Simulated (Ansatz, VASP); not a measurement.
This is a calculation of Sb for Ansatz 0.2.0.

File input.yaml:

```yaml
crystal:
  lattice:
    - [3.2219765189, 0.0, 0.0]
    - [0.0, 3.2219765189, 0.0]
    - [0.0, 0.0, 3.2219765189]
  atoms:
    - { symbol: Sb, position: [0.0, 0.0, 0.0] }
hamiltonian:
  xc: r2scan
  pseudopotentials: { kind: paw }
kpoints:
  mp_grid: { grid: [8, 8, 8] }
scf:
  occupations: { method: fermi_dirac, width: 0.05 }
output:
  forces: true
  stress: true
  eigenvalues: true
```

Potentials or basis: Ansatz PAW.

Launch:

```console
$ ansatz run input.yaml --threads 2 --pin off --max-ram 5632MiB --backend cpu --events-out ev --progress --plain --runs-dir out
```

Task: Set up the same calculation for VASP 6.6.1. Potentials there: VASP PAW PBE potentials, release 64 (Sb).

Result: As run (the cutoff follows the program's own potentials):

The input POSCAR:

```
Sb
1.0
    3.2219765189      0.0000000000      0.0000000000
    0.0000000000      3.2219765189      0.0000000000
    0.0000000000      0.0000000000      3.2219765189
Sb
1
Direct
    0.0000000000      0.0000000000      0.0000000000
```

Contents of INCAR.step1:

```
SYSTEM = Sb
PREC = Accurate ; ENCUT = 520
ISMEAR = -1 ; SIGMA = 0.05
LREAL = .False. ; LASPH = .True.
NELM = 60 ; NBANDS = 8
GGA = PE ; ALGO = Normal
EDIFF = 1E-4 ; LWAVE = .True.
LCHARG = .False.
```

File INCAR.step2:

```
SYSTEM = Sb
PREC = Accurate ; ENCUT = 520
EDIFF = 1E-6 ; ISMEAR = -1
SIGMA = 0.05 ; LREAL = .False.
LASPH = .True. ; NELM = 60
ALGO = Normal ; ISIF = 2
LWAVE = .False. ; LCHARG = .False.
METAGGA = R2SCAN ; LMIXTAU = .True.
NBANDS = 8 ; ISTART = 1
```

Contents of KPOINTS:

```
Automatic mesh
0
Gamma
  8 8 8
  0 0 0
```

Potentials or basis: VASP PAW PBE potentials, release 64 (Sb).

The run is started by

```sh
$ cat potpaw_PBE.64/Sb/POTCAR > POTCAR
$ cp INCAR.step1 INCAR
$ mpirun -np 1 vasp_std > vasp.out
$ cp INCAR.step2 INCAR
$ mpirun -np 1 vasp_std > vasp.out
```

Both were run:

|  | VASP | Ansatz | Ansatz less VASP |
| --- | --- | --- | --- |
| gap on the k mesh at the Fermi level (eV) | none | none | - |
| pressure (GPa) | -5.7 | -5.7 | +0.04 |

VASP's potentials were made for PBE, not for r2SCAN. A gap of «none» marks a metal or a gap that the smearing closes. VASP's potentials hold 5 valence electrons a cell and Ansatz's 15, so a difference there can come from the potentials and not from the codes.

Neither program's run includes spin-orbit coupling.
